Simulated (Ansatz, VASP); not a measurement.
## Hf: VASP beside Ansatz

Contents of INCAR:

```
PREC = Accurate
ENCUT = 520
EDIFF = 1E-7
ISMEAR = -1
SIGMA = 0.03
LREAL = False
LASPH = True
NELM = 100
ALGO = Normal
ISIF = 2
LWAVE = False
LCHARG = False
GGA = PS
NBANDS = 11
```

File KPOINTS:

```
regular mesh
0
Gamma
  16 16 16
```

POSCAR

```
Hf
1.0
    0.0000000000      2.2635404658      2.2635404658
    2.2635404658      0.0000000000      2.2635404658
    2.2635404658      2.2635404658      0.0000000000
Hf
1
Direct
    0.0000000000      0.0000000000      0.0000000000
```

Input for Ansatz:

```yaml
crystal:
  lattice:
    - [0.0, 2.2635404658, 2.2635404658]
    - [2.2635404658, 0.0, 2.2635404658]
    - [2.2635404658, 2.2635404658, 0.0]
  atoms:
    - { symbol: Hf, position: [0.0, 0.0, 0.0] }
kpoints:
  mp_grid: { grid: [16, 16, 16] }
  band_path:
    path:
      - [0.0, 0.0, 0.0]
      - [0.5, 0.0, 0.5]
      - [0.625, 0.25, 0.625]
      - [0.375, 0.375, 0.75]
      - [0.0, 0.0, 0.0]
      - [0.5, 0.5, 0.5]
      - [0.5, 0.25, 0.75]
      - [0.5, 0.0, 0.5]
    npoints: 5
scf:
  occupations: { method: fermi_dirac, width: 0.03 }
hamiltonian:
  xc: pbesol
  pseudopotentials: { kind: all_electron, lapw: { basis_error: 0.00025 } }
output:
  forces: true
  stress: true
  eigenvalues: true
```

Change from the starting cell: volume scaled by 1.06.

Alike in both runs: task single point; functional PBEsol; k mesh 16 × 16 × 16; occupations fermi-dirac, width 0.03 eV; no spin polarisation.

```csv
,VASP,Ansatz
version,VASP 6.6.1,Ansatz 0.2.0
potentials or method,"VASP PAW PBE potentials, release 64 (Hf_pv), cutoff 520 eV","all-electron LAPW, scalar-relativistic"
```

```tsv
	VASP	Ansatz	Ansatz less VASP
pressure (GPa)	-7.3	-6.9	+0.42
```

VASP's potentials were made for PBE, not for PBEsol. Ansatz ran all-electron here, and VASP with PAW potentials.

Neither program's run includes spin-orbit coupling.
